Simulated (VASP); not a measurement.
## Ca3S: single point with r2SCAN

The system is Ca3S.

```
CELL_PARAMETERS angstrom
4.69199 0.00000 0.00000
0.00000 4.69199 0.00000
0.00000 0.00000 4.69199
ATOMIC_POSITIONS crystal
Ca 0.00000 0.50000 0.50000
Ca 0.50000 0.00000 0.50000
Ca 0.50000 0.50000 0.00000
S 0.00000 0.00000 0.00000
```

```yaml
Program: VASP 6.6.1
Task: single point
Functional: r2SCAN
Potentials_or_basis: VASP PAW PBE potentials, release 64 (Ca_sv, S)
Cutoff: 520 eV
k_mesh: 4 × 4 × 4
Occupations: gaussian, width 0.1 eV
Spin: no spin polarisation
Dipole_correction: no
Further_INCAR_settings: ALGO = Normal; EDIFF = 1e-06; NBANDS = 26
```

| Property | Result |
| --- | --- |
| Pressure | 3.5 GPa |
| Band gap on the k mesh | zero (band 18 reaches 5.80 eV, above the bottom of band 19 at 3.97 eV) |

Levels at points of the mesh, in eV from the Fermi level:
```tsv
k point	band 15	band 16	band 17	band 18	band 19	band 20	band 21	band 22
(0.00, 0.00, 0.00)	-4.34	-4.34	-3.69	-0.81	-0.81	-0.09	0.12	0.12
(0.50, 0.00, 0.00)	-4.55	-4.55	-1.96	-0.34	0.34	0.75	1.26	1.26
(0.50, 0.50, 0.00)	-5.43	-4.66	-1.57	0.62	0.62	0.71	1.60	1.60
(0.50, 0.50, 0.50)	-4.94	-4.94	-1.20	-1.20	-1.20	0.18	1.36	2.22
```

It took 3 min on 1 thread of AMD EPYC 7R13 (shared host), peak memory 0.19 GiB.

Caveat: the PAW data sets were made with another functional, which shifts forces and pressure a little.
